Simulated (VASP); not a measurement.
A run of VASP 6.6.1 is set up as follows.

Contents of INCAR:

```
SYSTEM = ScPd
PREC = Accurate ; ENCUT = 520
EDIFF = 1E-8 ; ISMEAR = -1
SIGMA = 0.05 ; LREAL = .FALSE.
LASPH = .TRUE. ; NELM = 100
ALGO = Normal ; ISIF = 2
LWAVE = .FALSE. ; LCHARG = .FALSE.
GGA = PS ; LEFG = .TRUE.
NBANDS = 18
```

Contents of KPOINTS:

```
regular mesh
0
G
  11 11 11
  0 0 0
```

The input POSCAR:

```
ScPd
1.0
    2.7033229212      0.0000000000      0.0000000000
    0.0000000000      2.7033229212      0.0000000000
    0.0000000000      0.0000000000      2.7033229212
Sc Pd
1 1
Direct
    0.5000000000      0.5000000000      0.5000000000
    0.0000000000      0.0000000000      0.0000000000
```

Potentials or basis: VASP PAW PBE potentials, release 64 (Sc_sv, Pd).

Launch:

```sh
$ cat potpaw_PBE.64/Sc_sv/POTCAR potpaw_PBE.64/Pd/POTCAR > POTCAR
$ mpirun -np 1 vasp_std > vasp.out
```

(1) What does it give for the pressure?

Results:

(1) 228.4 GPa.

Caveat: without QUAD_EFG the Cq values of the log hold for a quadrupole moment of 1 mb, not for the nuclei; the PAW data sets were made with another functional, which shifts forces and pressure a little.
